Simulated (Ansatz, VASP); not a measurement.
# Ba: VASP beside Ansatz

```xyz
4
Lattice="-4.2526 4.2526 3.6577 4.2526 -4.2526 3.6577 4.2526 4.2526 -3.6577" Properties=species:S:1:pos:R:3 pbc="T T T"
Ba    5.6521    1.3995    0.0000
Ba   -1.3995    2.8531    3.6577
Ba    2.8531    1.3995    3.6577
Ba    1.3995    2.8531    0.0000
```

Alike in both runs: task single point; functional PBEsol; k mesh 4 × 4 × 4; occupations gaussian, width 0.1 eV; no spin polarisation.

|  | VASP | Ansatz |
| --- | --- | --- |
| version | VASP 6.6.1 | Ansatz 0.2.0 |
| potentials or method | VASP PAW PBE potentials, release 64 (Ba_sv), cutoff 520 eV | scalar-relativistic, plane waves, PAW |
| valence electrons in the cell | 40 | 40 |

```csv
,VASP,Ansatz,Ansatz less VASP
gap on the k mesh at the Fermi level (eV),none,none,-
pressure (GPa),-0.4,-0.4,-0.05
"traceless stress, the component that is largest in VASP (GPa)",0.18,0.18,+0.003
rms of the force components (eV/Å),0.126,0.122,-0.0040
```

VASP's potentials were made for PBE, not for PBEsol. Atom by atom the forces differ by 0.004 eV/Å (rms over components). A gap of «none» marks a metal or a gap that the smearing closes.

Spin-orbit coupling is off throughout.
